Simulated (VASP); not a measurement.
# Li4Mo (P6mm) in VASP: single point with PBE

Aim: the single point of Li4Mo with PBE.

All numbers are computed with VASP 6.6.1; they aren't measurements. Logs are shortened: lines on timing, memory, paths and dates and some standing lists are left out, and cuts for length are marked.

### Step 1. The cell of the first run

It takes space group P6mm (No. 183, hexagonal). Conventional cell: a = 4.121 Å, b = 4.121 Å, c = 5.023 Å, α = 90.00°, β = 90.00°, γ = 120.00°. Within 2.7 Å of Li (site symmetry 2mm) lie 6 Li at 2.06 to 2.08 Å. Li (site symmetry 6mm) has 6 Li at 2.08 Å and 2 Mo at 2.38 to 2.65 Å within 2.8 Å. Mo (site symmetry 6mm) has 8 Li at 2.38 to 2.94 Å within 3.1 Å.

### Step 2. Single point, PBE

Contents of INCAR:

```
SYSTEM = Li4Mo
ALGO     = Fast           ! electronic algorithm
EDIFF    = 1E-6           ! SCF threshold, eV
ENCUT    = 520            ! plane-wave cutoff, eV
GGA      = PE             ! functional
ISIF     = 2              ! what is computed and relaxed
ISMEAR   = 0              ! smearing method
LASPH    = .True.         ! aspherical terms in the spheres
LCHARG   = .False.        ! write CHGCAR
LREAL    = .False.        ! projectors in reciprocal space
LWAVE    = .False.        ! write WAVECAR
NBANDS   = 21             ! bands
NELM     = 100            ! most SCF steps
PREC     = Accurate       ! precision mode
SIGMA    = 0.1            ! smearing width, eV
```

Contents of KPOINTS:

```
k-points
0
Gamma
  6 6 4
  0 0 0
```

Contents of POSCAR:

```
Li4Mo
1.0
    4.1211554200      0.0000000000      0.0000000000
   -2.0605777100      3.5690252900      0.0000000000
    0.0000000000      0.0000000000      5.0228686800
Li Mo
4 1
Direct
    0.5000000000      0.0000000000      0.8724368500
    0.0000000000      0.5000000000      0.8724368500
    0.5000000000      0.5000000000      0.8724368500
    0.0000000000      0.0000000000      0.8154020900
    0.0000000000      0.0000000000      0.2886116300
```

Potentials or basis: VASP PAW PBE potentials, release 64 (Li_sv, Mo_sv).

The run is started by

```sh
$ cat potpaw_PBE.64/Li_sv/POTCAR potpaw_PBE.64/Mo_sv/POTCAR > POTCAR
$ mpirun -np 1 vasp_std > vasp.out
```

OUTCAR:

```text
SYSTEM = Li4Mo
   EDIFF = 1E-6
   ENCUT = 520
   GGA = PE
   ISIF = 2
   ISMEAR = 0
   LASPH = .True.
   LREAL = .False.
   NELM = 100
   PREC = Accurate

 ion  position               nearest neighbor table
   1  0.500  0.000  0.872-   2 2.06   3 2.06   3 2.06   2 2.06   4 2.08   4 2.08   5 2.94   5 2.94

   2  0.000  0.500  0.872-   3 2.06   3 2.06   1 2.06   1 2.06   4 2.08   4 2.08   5 2.94   5 2.94

   3  0.500  0.500  0.872-   2 2.06   2 2.06   1 2.06   1 2.06   4 2.08   4 2.08   5 2.94   5 2.94

   4  0.000  0.000  0.815-   1 2.08   1 2.08   3 2.08   2 2.08   2 2.08   3 2.08   5 2.38   5 2.65

   5  0.000  0.000  0.289-   4 2.38   4 2.65   1 2.94   1 2.94   2 2.94   2 2.94   3 2.94   3 2.94

  LATTYP: Found a hexagonal cell.
 ALAT       =     4.1211554200
 C/A-ratio  =     1.2188010808

  Lattice vectors:

 A1 = (   4.1211554200,   0.0000000000,   0.0000000000)
 A2 = (  -2.0605777100,   3.5690252900,   0.0000000000)
 A3 = (   0.0000000000,   0.0000000000,   5.0228686800)

Analysis of symmetry for initial positions (statically):
=====================================================================
 Subroutine PRICEL returns:
 Original cell was already a primitive cell.

 Routine SETGRP: Setting up the symmetry group for a
 hexagonal supercell.

 Subroutine GETGRP returns: Found 12 space group operations
 (whereof 12 operations were pure point group operations)
 out of a pool of 24 trial point group operations.

The static configuration has the point symmetry C_6v.

Analysis of symmetry for dynamics (positions and initial velocities):
=====================================================================
 Subroutine PRICEL returns:
 Original cell was already a primitive cell.

 Routine SETGRP: Setting up the symmetry group for a
 hexagonal supercell.

 Subroutine GETGRP returns: Found 12 space group operations
 (whereof 12 operations were pure point group operations)
 out of a pool of 24 trial point group operations.

The dynamic configuration has the point symmetry C_6v.

 Subroutine INISYM returns: Found 12 space group operations
 (whereof 12 operations are pure point group operations),
 and found     1 'primitive' translations
[... 92 lines left out ...]
   LNONCOLLINEAR =      F non collinear calculations
   LSORBIT =      F    spin-orbit coupling
   LASPH  =      T    aspherical Exc in radial PAW
   ENCUT  =  520.0 eV  38.22 Ry    6.18 a.u.   7.66  7.66  9.34*2*pi/ulx,y,z
   NELM   =    100;   NELMIN=  2; NELMDL= -5     # of ELM steps
   EDIFF  = 0.1E-05   stopping-criterion for ELM
   LREAL  =      F    real-space projection
   EDIFFG = 0.1E-04   stopping-criterion for IOM
   NSW    =      0    number of steps for IOM
   IBRION =     -1    ionic relax: 0-MD 1-quasi-New 2-CG
   NFREE  =      0    steps in history (QN), initial steepest desc. (CG)
   ISIF   =      2    stress and relaxation
   ISYM   =      2    0-nonsym 1-usesym 2-fastsym
   POTIM  = 0.5000    time-step for ionic-motion
   TEBEG  =    0.0;   TEEND  =   0.0 temperature during run
   PSTRESS=    0.0 pullay stress
   NELECT =      26.0000    total number of electrons
   NUPDOWN=      -1.0000    fix difference up-down
   EMIN   =  10.00;   EMAX   =-10.00  energy-range for DOS
   EFERMI =   0.00;   METHOD = LEGACY
   ISMEAR =     0;   SIGMA  =   0.10  broadening in eV -4-tet -1-fermi 0-gaus
   EFERMI_NEDOS =   21; number of points for ismear=-14 and -15
   IALGO  =     68    algorithm
   IMIX   =      4    mixing-type and parameters
     AMIX     =   0.40;   BMIX     =  1.00
     AMIX_MAG =   1.60;   BMIX_MAG =  1.00
  volume/ion in A,a.u.               =      14.78        99.71
  Fermi-wavevector in a.u.,A,eV,Ry     =   1.155826  2.184194 18.176483  1.335934
  Thomas-Fermi vector in A             =   2.292451
   LORBIT       =      0    0 simple, 1 ext, 2 COOP (PROOUT), +10 PAW based schemes
   GGA     = PE    functional components
   LHFCALC =     F    Hartree Fock is set to
   AEXX    =    0.0000 exact exchange contribution
   IVDW    =     0    specifies the selected vdW correction
   LEPSILON=     F    determine dielectric tensor
   LRPA    =     F    only Hartree local field effects (RPA)
 non-spin polarized calculation
 RMM-DIIS sequential band-by-band and
 Gauss-broadening in eV      SIGMA  =   0.10
  energy-cutoff  :      520.00
  volume of cell :       73.88
 maximum number of plane-waves:      2010
 NGX is ok and might be reduce to    32
   NGX = 15   NGY = 15   NGZ = 19

 number of electron      25.9999984 magnetization

 Free energy of the ion-electron system (eV)
  ---------------------------------------------------
  ext. energy  EPLUGINS =         0.00000000
  ---------------------------------------------------
  free energy    TOTEN  =        -9.54850295 eV

  energy without entropy =       -9.52699260  energy(sigma->0) =       -9.53774778

 E-fermi :   3.2117     XC(G=0):  -9.1160

 val. band max:        3.1843196136   @ k =   0.3333   0.1667   0.0000
 cond. band min:       3.2121622847   @ k =   0.3333   0.1667   0.5000
 fundamental gap:      0.0278426711
 Fermi energy:         3.2116730359

 k-point     1 :       0.0000    0.0000    0.0000
  band No.  band energies     occupation
      1     -57.4086      2.00000
      2     -43.6198      2.00000
      3     -43.1741      2.00000
      4     -43.1741      2.00000
      5     -42.4009      2.00000
      6     -31.5659      2.00000
[... 493 lines left out ...]
     20       9.2638      0.00000
     21       9.2638      0.00000

------------------------ aborting loop because EDIFF is reached ----------------------------------------

  FORCE on cell =-STRESS in cart. coord.  units (eV):
  Direction    XX          YY          ZZ          XY          YZ          ZX
  --------------------------------------------------------------------------------------
  -------------------------------------------------------------------------------------
  Total        9.4491101      9.4491101     -5.3118397     -0.0000000      0.0000000      0.0000000
  in kB      204.9184429    204.9184433   -115.1953908     -0.0000000      0.0000000      0.0000000
  external PRESSURE =      98.2138318 kB  Pullay stress =       0.0000000 kB

 VOLUME and BASIS-vectors are now :
 -----------------------------------------------------------------------------
  energy-cutoff  :      520.00
  volume of cell :       73.88
      direct lattice vectors                 reciprocal lattice vectors
     4.121155420  0.000000000  0.000000000     0.242650397  0.140094272  0.000000000
    -2.060577710  3.569025290  0.000000000     0.000000000  0.280188544  0.000000000
     0.000000000  0.000000000  5.022868680     0.000000000  0.000000000  0.199089418

 POSITION                                       TOTAL-FORCE (eV/Angst)
 -----------------------------------------------------------------------------------
      2.06058      0.00000      4.38214         0.000000     -0.000000      0.356565
     -1.03029      1.78451      4.38214         0.000000      0.000000      0.356565
      1.03029      1.78451      4.38214         0.000000      0.000000      0.356565
      0.00000      0.00000      4.09566        -0.000000     -0.000000     -1.932316
      0.00000      0.00000      1.44966        -0.000000     -0.000000      0.862621
 -----------------------------------------------------------------------------------
    total drift:                                0.000000      0.000001      0.001165

  FREE ENERGIE OF THE ION-ELECTRON SYSTEM (eV)
  ---------------------------------------------------
  free  energy   TOTEN  =        -9.5485029547 eV

  energy  without entropy=       -9.5269925998  energy(sigma->0) =       -9.53774778
```

Wall time 35 s (1 thread of Intel Xeon 6975P-C (Granite Rapids), shared host); peak memory 0.2 GiB.

Results:

```yaml
Free_energy: -9.5485 eV
Largest_force: 1.932 eV/Å
Band_gap_on_the_k_mesh: zero (band 13 reaches 3.33 eV, above the bottom of band 14 at 3.03 eV)
```

Forces in eV/Å, atoms in the order of the input:
```
Li   0.000  0.000  0.357
Li   0.000  0.000  0.357
Li   0.000  0.000  0.357
Li   0.000  0.000 -1.932
Mo   0.000  0.000  0.863
```

Caveat: the cutoff is under 1.25 times the usual one of these potentials, so pressure, stress and relaxed cells hold a basis-set (Pulay) error; forces of over 1 eV/Å act on the atoms, so gaps and moduli don't describe the material at rest.
